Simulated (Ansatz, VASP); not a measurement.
**Two plane-wave programs on CaO**

Contents of INCAR:

```
SYSTEM = CaO
ALGO = Normal
EDIFF = 1E-6
ENCUT = 520
GGA = PE
ISIF = 2
ISMEAR = 0
LASPH = .TRUE.
LCHARG = .FALSE.
LREAL = .FALSE.
LWAVE = .FALSE.
NBANDS = 24
NELM = 60
PREC = Accurate
SIGMA = 0.05
```

File KPOINTS:

```
k-points
0
G
  9 9 6
  0 0 0
```

Contents of POSCAR:

```
CaO
1.0
    3.8577024706      0.0000000000      0.0000000000
   -1.9288512353      3.5954305074      0.0000000000
    0.0000000000      0.0000000000      4.8077584735
Ca O
2 2
Direct
    0.3333333333      0.6666666667      0.7500000000
    0.6666666667      0.3333333333      0.2500000000
    0.3333333333      0.6666666667      0.2500000000
    0.6666666667      0.3333333333      0.7500000000
```

Input for Ansatz:

```yaml
crystal:
  lattice:
    - [3.8577024706, 0.0, 0.0]
    - [-1.9288512353, 3.5954305074, 0.0]
    - [0.0, 0.0, 4.8077584735]
  atoms:
    - { symbol: Ca, position: [0.3333333333, 0.6666666667, 0.75] }
    - { symbol: Ca, position: [0.6666666667, 0.3333333333, 0.25] }
    - { symbol: O, position: [0.3333333333, 0.6666666667, 0.25] }
    - { symbol: O, position: [0.6666666667, 0.3333333333, 0.75] }
basis:
  ecutwfc: 520.0
kpoints:
  mp_grid: { grid: [9, 9, 6] }
hamiltonian:
  xc: pbe
scf:
  occupations: { method: gaussian, width: 0.05 }
output:
  forces: true
  stress: true
  eigenvalues: true
```

Change from the starting cell: strain +e along x and -e along y -0.0367, strain +e along z and -e/2 along x and y +0.0000.

Alike in both runs: task single point; functional PBE; k mesh 9 × 9 × 6; occupations gaussian, width 0.05 eV; no spin polarisation.

|  | VASP | Ansatz |
| --- | --- | --- |
| version | VASP 6.6.1 | Ansatz 0.2.0 |
| potentials or method | VASP PAW PBE potentials, release 64 (Ca_sv, O), cutoff 520 eV | scalar-relativistic, plane waves, PAW |
| valence electrons in the cell | 32 | 32 |

|  | VASP | Ansatz | Ansatz less VASP |
| --- | --- | --- | --- |
| gap on the k mesh at the Fermi level (eV) | 3.14 | 3.16 | +0.014 |
| least direct gap on the mesh (eV) | 3.14 | 3.16 | +0.014 |
| pressure (GPa) | 0.8 | 0.3 | -0.48 |
| traceless stress, the component that is largest in VASP (GPa) | 2.91 | 2.84 | -0.064 |
| rms of the force components (eV/Å) | 0.207 | 0.195 | -0.0115 |

Atom by atom the forces differ by 0.012 eV/Å (rms over components).
